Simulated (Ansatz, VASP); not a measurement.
**Two plane-wave programs on C**

```
CELL_PARAMETERS angstrom
0.00000 1.72990 1.78340
1.72990 0.00000 1.78340
1.72990 1.72990 0.00000
ATOMIC_POSITIONS crystal
C 0.50000 0.50000 0.50000
C 0.75000 0.75000 0.75000
```

Change from the starting cell: equal xx and yy strain of -3 %, PAW files.

Alike in both runs: task electric field gradients; functional LDA; k mesh 20 × 20 × 20; occupations fermi-dirac, width 0.08 eV; no spin polarisation.

|  | VASP | Ansatz |
| --- | --- | --- |
| version | VASP 6.6.1 | Ansatz 0.2.0 |
| potentials or method | VASP PAW LDA potentials, release 64 (C) | PAW with Ansatz's default frozen-core files, scalar-relativistic |
| plane-wave cutoff (eV) | 520 | 420 |
| valence electrons in the cell | 8 | 8 |

|  | VASP | Ansatz | Ansatz less VASP |
| --- | --- | --- | --- |
| gap on the k mesh at the Fermi level (eV) | 3.85 | 3.85 | +0.004 |
| pressure (GPa) | 17.3 | 15.5 | -1.80 |
| traceless stress, the component that is largest in VASP (GPa) | -20.65 | -20.69 | -0.040 |
| size of Vzz on the site where it differs most (V/Å²) | 1.3 | 1.6 | +0.36 |

LDA's correlation is that of Perdew and Zunger in VASP and of Perdew and Wang (1992) in Ansatz.
